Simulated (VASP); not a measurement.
The system is Cu.

```
CELL_PARAMETERS angstrom
0.00000 1.78872 1.78872
1.78872 0.00000 1.78872
1.78872 1.78872 0.00000
ATOMIC_POSITIONS crystal
Cu 0.00000 0.00000 0.00000
```

Program: VASP 6.6.1. Alike in all runs: no spin polarisation; cell as given; k mesh 17 × 17 × 17; cutoff (eV) 520; smearing fermi-dirac 0.05 eV.

Q: Order these runs on this cell by their pressure, lowest first.
A. level LDA; potentials or basis VASP PAW LDA potentials, release 64 (Cu)
B. level PBEsol; potentials or basis VASP PAW PBE potentials, release 64 (Cu)
C. level PBE; potentials or basis VASP PAW PBE potentials, release 64 (Cu)

A: A (-7.7 GPa), B (-1.4 GPa), C (7.2 GPa).

Caveats: the PAW data sets were made with another functional, which shifts forces and pressure a little (some runs).
